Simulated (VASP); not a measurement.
**Sc: single point with r2SCAN**

Sc:

```
CELL_PARAMETERS angstrom
0.00000 2.33861 2.27050
2.20239 0.00000 2.27050
2.20239 2.33861 0.00000
ATOMIC_POSITIONS crystal
Sc 0.00000 0.00000 0.00000
```

This cell differs from its parent crystal: strain -0.0300 x Voigt [1, -1, 0, 0, 0, 0].

```yaml
Program: VASP 6.6.1
Task: single point
Functional: r2SCAN
Potentials_or_basis: VASP PAW PBE potentials, release 64 (Sc_sv)
Cutoff: 520 eV
k_mesh: 18 × 18 × 18
Occupations: gaussian, width 0.15 eV
Spin: no spin polarisation
```

The pressure is 4.3 GPa. The band gap on the k mesh is zero (an odd number of electrons rules out a gap without spin polarisation).

Stress tensor (GPa, compression positive):
```
4.68 0.00 0.00
0.00 3.88 0.00
0.00 0.00 4.35
```

Levels at points of the mesh, in eV from the Fermi level:
```
           k point  band 4  band 5  band 6  band 7  band 8  band 9
(0.00, 0.00, 0.00)  -28.80   -5.67    1.69    1.89    2.07    3.22
(0.50, 0.00, 0.00)  -28.86   -1.90    0.16    1.55    1.94    4.31
(0.50, 0.50, 0.00)  -28.94   -1.71   -0.64    2.07    4.38    4.48
(0.50, 0.00, 0.50)  -28.95   -1.73   -0.56    1.59    4.40    4.56
(0.00, 0.50, 0.50)  -28.98   -1.68   -0.77    2.59    4.40    4.56
```

It took 16 min on 1 thread of Intel Xeon 8259CL (shared host), peak memory 0.34 GiB.

Caveat: the cell differs from its parent crystal (strain -0.0300 x Voigt [1, -1, 0, 0, 0, 0]); the cell stands under pressure; the PAW data sets were made with another functional, which shifts forces and pressure a little.
